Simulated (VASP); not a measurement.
A run of VASP 6.6.1 is set up as follows.

The input INCAR:

```
SYSTEM = CdSe
PREC = Accurate ; ENCUT = 600
EDIFF = 1E-6 ; ISMEAR = 0
SIGMA = 0.01 ; LREAL = .FALSE.
LASPH = .TRUE. ; NELM = 80
ALGO = Normal ; ISIF = 3
LWAVE = .FALSE. ; LCHARG = .FALSE.
IBRION = 2 ; NSW = 100
EDIFFG = -0.002 ; PSTRESS = 40.0
```

Contents of KPOINTS:

```
Automatic mesh
0
G
  6 6 4
  0 0 0
```

Contents of POSCAR:

```
CdSe
1.0
    4.2470825526      0.0000000000      0.0000000000
   -2.1235412763      3.6780813826      0.0000000000
    0.0000000000      0.0000000000      6.9420032420
Cd Se
2 2
Direct
    0.3333333333      0.6666666667      0.0048579434
    0.6666666667      0.3333333333      0.5048579434
    0.3333333333      0.6666666667      0.3801420566
    0.6666666667      0.3333333333      0.8801420566
```

Potentials or basis: VASP PAW LDA potentials, release 64 (Cd, Se).

Launch:

```sh
$ cat potpaw_LDA.64/Cd/POTCAR potpaw_LDA.64/Se/POTCAR > POTCAR
$ mpirun -np 1 vasp_std > vasp.out
```

Task: Estimate the space group after relaxing (to 0.1 Å).

Result: P6_3mc (No. 186).

Task: What does it give for the relaxed volume?

Result: 25.73 Å³/atom.

Task: Estimate the band gap on the k mesh.

Result: 0.60 eV.

Task: Estimate the relaxed cell.

Result: a = 4.173 Å, b = 4.173 Å, c = 6.827 Å, α = 90.00°, β = 90.00°, γ = 120.00°.

The path:
```tsv
step	energy change (eV)	largest force (eV/Å)	pressure (GPa)	volume (Å³)
1	0.0000	0.0028	0.47	108.44
2	0.1953	0.0104	6.92	99.32
3	0.0736	0.0072	3.99	102.93
4	0.0764	0.0073	4.08	102.82
5	0.0722	0.0030	3.95	102.99
6	0.0738	0.0048	4.00	102.92
7	0.0737	0.0044	4.01	102.93
8	0.0730	0.0038	3.99	102.96
9	0.0732	0.0043	3.97	102.95
10	0.0735	0.0047	3.98	102.94
11	0.0736	0.0050	3.97	102.93
12	0.0736	0.0049	3.98	102.93
13	0.0745	0.0036	4.02	102.89
14	0.0745	0.0032	4.02	102.89
15	0.0743	0.0032	4.02	102.90
16	0.0737	0.0018	3.98	102.92
17	0.0736	0.0014	3.99	102.93
```

Caveat: the cell is relaxed towards a set pressure, so the run minimises the enthalpy, not the energy. LDA usually gives volumes a few per cent too small.
